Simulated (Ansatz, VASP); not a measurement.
# One calculation of ZnPt, two programs

```
Zn Pt
1.0
     2.85086    0.00000    0.00000
     0.00000    2.85086    0.00000
     0.00000    0.00000    3.49456
Zn Pt
1 1
Direct
  0.50000 0.50000 0.50000
  0.00000 0.00000 0.00000
```

Alike in both runs: task single point; functional PBEsol; k mesh 13 × 13 × 10; occupations fermi-dirac, width 0.05 eV; no spin polarisation.

```csv
,VASP,Ansatz
version,VASP 6.6.1,Ansatz 0.2.0
potentials or method,"VASP PAW PBE potentials, release 64 (Zn, Pt), cutoff 520 eV","all-electron LAPW, scalar-relativistic"
```

|  | VASP | Ansatz | Ansatz less VASP |
| --- | --- | --- | --- |
| pressure (GPa) | -3.0 | -3.4 | -0.42 |
| traceless stress, the component that is largest in VASP (GPa) | 0.26 | 0.17 | -0.085 |

VASP's potentials were made for PBE, not for PBEsol. Ansatz ran all-electron here, and VASP with PAW potentials.

Neither program's run includes spin-orbit coupling.
